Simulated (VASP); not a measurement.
# Ag (Pm-3n) in VASP: notebook, part 2 of 2

VASP 6.6.1.

**3. Single point, PBEsol**

This run uses another cell than the first one, of 17.19 Å³/atom, 0.977 times its volume.

INCAR

```
PREC = Accurate ; ENCUT = 520
EDIFF = 1E-7 ; ISMEAR = 0
SIGMA = 0.1 ; LREAL = F
LASPH = T ; NELM = 100
ALGO = Fast ; ISIF = 2
LWAVE = F ; LCHARG = F
GGA = PS ; NBANDS = 54
```

KPOINTS

```
regular mesh
0
Gamma
  8 8 8
```

POSCAR

```
Ag
1.0
    5.1616480039      0.0000000000      0.0000000000
    0.0000000000      5.1616480039      0.0000000000
    0.0000000000      0.0000000000      5.1616480039
Ag
8
Direct
    0.5000000000      0.5000000000      0.5000000000
    0.0000000000      0.0000000000      0.0000000000
    0.2500000000      0.0000000000      0.5000000000
    0.5000000000      0.2500000000      0.0000000000
    0.5000000000      0.7500000000      0.0000000000
    0.7500000000      0.0000000000      0.5000000000
    0.0000000000      0.5000000000      0.7500000000
    0.0000000000      0.5000000000      0.2500000000
```

Potentials or basis: VASP PAW PBE potentials, release 64 (Ag).

The run is started by

```sh
> cat potpaw_PBE.64/Ag/POTCAR > POTCAR
> mpirun -np 1 vasp_std > vasp.out
```

OUTCAR:

```text
PREC = Accurate
   ENCUT = 520
   EDIFF = 1E-7
   ISMEAR = 0
   LREAL = F
   LASPH = T
   NELM = 100
   ISIF = 2
   GGA = PS

 ion  position               nearest neighbor table
   1  0.500  0.500  0.500-   3 2.89   4 2.89   5 2.89   6 2.89   7 2.89   8 2.89   4 2.89   5 2.89
                             3 2.89   6 2.89   7 2.89   8 2.89
   2  0.000  0.000  0.000-   3 2.89   4 2.89   5 2.89   6 2.89   7 2.89   8 2.89   3 2.89   6 2.89
                             7 2.89   8 2.89   4 2.89   5 2.89
   3  0.250  0.000  0.500-   6 2.58   6 2.58   1 2.89   2 2.89   1 2.89   2 2.89   4 3.16   5 3.16
                             4 3.16   5 3.16   8 3.16   7 3.16   8 3.16   7 3.16
   4  0.500  0.250  0.000-   5 2.58   5 2.58   1 2.89   1 2.89   2 2.89   2 2.89   3 3.16   6 3.16
                             6 3.16   3 3.16   8 3.16   7 3.16   7 3.16   8 3.16
   5  0.500  0.750  0.000-   4 2.58   4 2.58   1 2.89   1 2.89   2 2.89   2 2.89   3 3.16   6 3.16
                             6 3.16   3 3.16   8 3.16   7 3.16   7 3.16   8 3.16
   6  0.750  0.000  0.500-   3 2.58   3 2.58   1 2.89   2 2.89   1 2.89   2 2.89   4 3.16   5 3.16
                             5 3.16   4 3.16   8 3.16   7 3.16   8 3.16   7 3.16
   7  0.000  0.500  0.750-   8 2.58   8 2.58   1 2.89   2 2.89   2 2.89   1 2.89   3 3.16   4 3.16
                             5 3.16   3 3.16   6 3.16   6 3.16   4 3.16   5 3.16
   8  0.000  0.500  0.250-   7 2.58   7 2.58   1 2.89   2 2.89   2 2.89   1 2.89   3 3.16   4 3.16
[... 1575 lines left out ...]

 [... further k-points ...]

------------------------ aborting loop because EDIFF is reached ----------------------------------------

  FORCE on cell =-STRESS in cart. coord.  units (eV):
  Direction    XX          YY          ZZ          XY          YZ          ZX
  --------------------------------------------------------------------------------------
  -------------------------------------------------------------------------------------
  Total       -0.1837457     -0.1837457     -0.1837457      0.0000000      0.0000000      0.0000000
  in kB       -2.1407341     -2.1407341     -2.1407341      0.0000000      0.0000000      0.0000000
  external PRESSURE =      -2.1407341 kB  Pullay stress =       0.0000000 kB

 VOLUME and BASIS-vectors are now :
 -----------------------------------------------------------------------------
  energy-cutoff  :      520.00
  volume of cell :      137.52
      direct lattice vectors                 reciprocal lattice vectors
     5.161648004  0.000000000  0.000000000     0.193736574  0.000000000  0.000000000
     0.000000000  5.161648004  0.000000000     0.000000000  0.193736574  0.000000000
     0.000000000  0.000000000  5.161648004     0.000000000  0.000000000  0.193736574

 POSITION                                       TOTAL-FORCE (eV/Angst)
 -----------------------------------------------------------------------------------
      2.58082      2.58082      2.58082        -0.000000     -0.000000     -0.000000
      0.00000      0.00000      0.00000        -0.000000     -0.000000     -0.000000
      1.29041      0.00000      2.58082         0.000000     -0.000000     -0.000000
      2.58082      1.29041      0.00000         0.000000      0.000000      0.000000
      2.58082      3.87124      0.00000        -0.000000     -0.000000      0.000000
      3.87124      0.00000      2.58082        -0.000000      0.000000     -0.000000
      0.00000      2.58082      3.87124        -0.000000      0.000000     -0.000000
      0.00000      2.58082      1.29041         0.000000     -0.000000      0.000000
 -----------------------------------------------------------------------------------
    total drift:                               -0.000000     -0.000000      0.000000

  FREE ENERGIE OF THE ION-ELECTRON SYSTEM (eV)
  ---------------------------------------------------
  free  energy   TOTEN  =       -25.5929753218 eV

  energy  without entropy=      -25.5776399704  energy(sigma->0) =      -25.58530765
```

It took 4.7 min on 1 thread of Intel Xeon Platinum 8488C (Sapphire Rapids), shared host; peak memory 0.34 GiB.

Results:

```
Free energy            : -25.5930 eV
Pressure               : -0.2 GPa
Band gap on the k mesh : zero (band 44 reaches 9.11 eV, above the bottom of band 45 at 6.82 eV)
```

Levels at points of the mesh, in eV from the Fermi level:
```tsv
k point	band 41	band 42	band 43	band 44	band 45	band 46	band 47	band 48
(0.00, 0.00, 0.00)	-2.96	-0.10	-0.10	-0.10	1.04	1.04	1.17	5.85
(0.50, 0.00, 0.00)	-2.59	-2.59	0.91	0.91	1.07	1.07	2.92	2.92
(0.50, 0.50, 0.00)	-2.76	-2.50	-2.49	-2.49	1.30	2.72	2.72	2.96
(0.50, 0.50, 0.50)	-1.39	-1.39	-1.39	-1.39	-1.39	-1.39	-1.12	-1.12
```

Caveat: the PAW data sets were made with another functional, which shifts forces and pressure a little.
